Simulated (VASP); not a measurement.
**O: single point with PBE**

The system is O.

```xyz
1
Lattice="-1.2529 1.2529 1.2529 1.2529 -1.2529 1.2529 1.2529 1.2529 -1.2529" Properties=species:S:1:pos:R:3 pbc="T T T"
O     0.0000    0.0000    0.0000
```

| Property | Result |
| --- | --- |
| Program | VASP 6.6.1 |
| Task | single point |
| Functional | PBE |
| Potentials or basis | VASP PAW PBE potentials, release 64 (O) |
| Cutoff | 520 eV |
| k mesh | 10 × 10 × 10 |
| Occupations | methfessel-paxton, width 0.1112 eV |
| Spin | no spin polarisation |
| Dipole correction | no |
| Further INCAR settings | ALGO = Normal; EDIFF = 1e-07; NBANDS = 9 |

```json
{"Pressure": "-0.5 GPa", "Band gap on the k mesh": "zero (band 3 reaches 3.99 eV, above the bottom of band 4 at -0.79 eV)"}
```

Levels at points of the mesh, in eV from the Fermi level:
| k point | band 1 | band 2 | band 3 | band 4 | band 5 | band 6 |
| --- | --- | --- | --- | --- | --- | --- |
| (0.00, 0.00, 0.00) | -21.18 | 1.94 | 1.94 | 1.94 | 18.62 | 36.23 |
| (0.50, 0.00, 0.00) | -16.58 | -6.55 | -0.06 | 1.59 | 19.98 | 26.29 |
| (0.50, 0.50, 0.50) | -13.97 | -2.83 | -2.83 | -2.83 | 17.54 | 17.54 |

It took 4.5 s on 1 thread of Intel Xeon 8259CL (shared host), peak memory 0.11 GiB.
